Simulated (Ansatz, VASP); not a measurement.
Zr in VASP and in Ansatz

```
Zr
1.0
     0.00000    2.21677    2.21677
     2.21677    0.00000    2.21677
     2.21677    2.21677    0.00000
Zr
1
Direct
  0.00000 0.00000 0.00000
```

Alike in both runs: task single point; functional PBE; k mesh 9 × 9 × 9; occupations gaussian, width 0.1 eV; no spin polarisation.

|  | VASP | Ansatz |
| --- | --- | --- |
| version | VASP 6.6.1 | Ansatz 0.2.0 |
| potentials or method | VASP PAW PBE potentials, release 64 (Zr_sv), cutoff 520 eV | plane waves, PAW |
| valence electrons in the cell | 12 | 12 |

|  | VASP | Ansatz | Ansatz less VASP |
| --- | --- | --- | --- |
| pressure (GPa) | 6.4 | 6.4 | -0.04 |

The functional is the same, so the differences come from potentials, cutoffs and numerics.
